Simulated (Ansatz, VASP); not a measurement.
## One calculation of AlN, two programs

INCAR

```
PREC = Accurate
ENCUT = 520
EDIFF = 1E-6
ISMEAR = 0
SIGMA = 0.05
LREAL = F
LASPH = T
NELM = 80
ALGO = Normal
ISIF = 2
LWAVE = F
LCHARG = F
NBANDS = 16
```

KPOINTS

```
regular mesh
0
Gamma
  9 9 6
```

Contents of POSCAR:

```
AlN
1.0
    3.2758593918      0.0000000000      0.0000000000
   -1.6379296959      2.8369774526      0.0000000000
    0.0000000000      0.0000000000      4.1006874222
Al N
2 2
Direct
    0.3333333333      0.6666666667      0.7664069085
    0.6666666667      0.3333333333      0.2664069085
    0.3333333333      0.6666666667      0.2183955428
    0.6666666667      0.3333333333      0.7183955428
```

Input for Ansatz:

```yaml
crystal:
  lattice:
    - [3.2758593918, 0.0, 0.0]
    - [-1.6379296959, 2.8369774526, 0.0]
    - [0.0, 0.0, 4.1006874222]
  atoms:
    - { symbol: Al, position: [0.3333333333, 0.6666666667, 0.7664069085] }
    - { symbol: Al, position: [0.6666666667, 0.3333333333, 0.2664069085] }
    - { symbol: "N", position: [0.3333333333, 0.6666666667, 0.2183955428] }
    - { symbol: "N", position: [0.6666666667, 0.3333333333, 0.7183955428] }
basis:
  ecutwfc: 520.0
kpoints:
  mp_grid: { grid: [9, 9, 6] }
hamiltonian:
  xc: lda
  pseudopotentials: { kind: paw, azcp: { folder: soft_1 } }
scf:
  occupations: { method: gaussian, width: 0.05 }
output:
  forces: true
  stress: true
  eigenvalues: true
```

Change from the starting cell: mode 4 frozen in at -0.130 Å, equal normal strain along x, y and z +0.0000.

Alike in both runs: task single point; functional LDA; k mesh 9 × 9 × 6; occupations gaussian, width 0.05 eV; no spin polarisation.

```csv
,VASP,Ansatz
version,VASP 6.6.1,Ansatz 0.2.0
potentials or method,"VASP PAW LDA potentials, release 64 (Al, N), cutoff 520 eV","scalar-relativistic, plane waves, PAW"
valence electrons in the cell,16,16
```

VASP gave:

```
gap on the k mesh at the Fermi level (eV)                     : 3.79
least direct gap on the mesh (eV)                             : 3.79
pressure (GPa)                                                : 5.0
traceless stress, the component that is largest in VASP (GPa) : 13.87
rms of the force components (eV/Å)                            : 0.595
```

Question: Which values does Ansatz return?

Answer: gap on the k mesh at the Fermi level (eV): 3.79; least direct gap on the mesh (eV): 3.79; pressure (GPa): 4.3; traceless stress, the component that is largest in VASP (GPa): 13.74; rms of the force components (eV/Å): 0.574.

Ansatz warns that its potentials were made for another functional, while VASP's fit it. LDA's correlation is that of Perdew and Zunger in VASP and of Perdew and Wang (1992) in Ansatz. Atom by atom the forces differ by 0.021 eV/Å (rms over components).
